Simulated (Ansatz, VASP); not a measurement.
**Two plane-wave programs on SnO2**

```
Sn O
1.0
     5.11611    0.00000    0.00000
     0.00000    4.53867    0.00000
     0.00000    0.00000    3.23817
Sn O
2 4
Direct
  0.50000 0.50000 0.50000
  0.00000 0.00000 0.00000
  0.30650 0.30666 0.00000
  0.80650 0.19334 0.50000
  0.19350 0.80666 0.50000
  0.69350 0.69334 0.00000
```

Change from the starting cell: strain +0.0600 x Voigt [1, -1, 0, 0, 0, 0], atoms carried along.

Alike in both runs: task single point; functional PBE; k mesh 6 × 6 × 8; occupations gaussian, width 0.05 eV; no spin polarisation.

```csv
,VASP,Ansatz
version,VASP 6.6.1,Ansatz 0.2.0
potentials or method,"VASP PAW PBE potentials, release 64 (Sn_d, O), cutoff 520 eV","scalar-relativistic, plane waves, PAW"
valence electrons in the cell,52,52
```

Ansatz gave:

```
gap on the k mesh at the Fermi level (eV)                     : 0.63
least direct gap on the mesh (eV)                             : 0.63
pressure (GPa)                                                : 0.1
traceless stress, the component that is largest in VASP (GPa) : -5.11
rms of the force components (eV/Å)                            : 0.052
```

Task: Which values does VASP return?

Result: gap on the k mesh at the Fermi level (eV): 0.62; least direct gap on the mesh (eV): 0.62; pressure (GPa): 0.7; traceless stress, the component that is largest in VASP (GPa): -5.15; rms of the force components (eV/Å): 0.047.

Atom by atom the forces differ by 0.008 eV/Å (rms over components). The functional is the same, so the differences come from potentials, cutoffs and numerics.
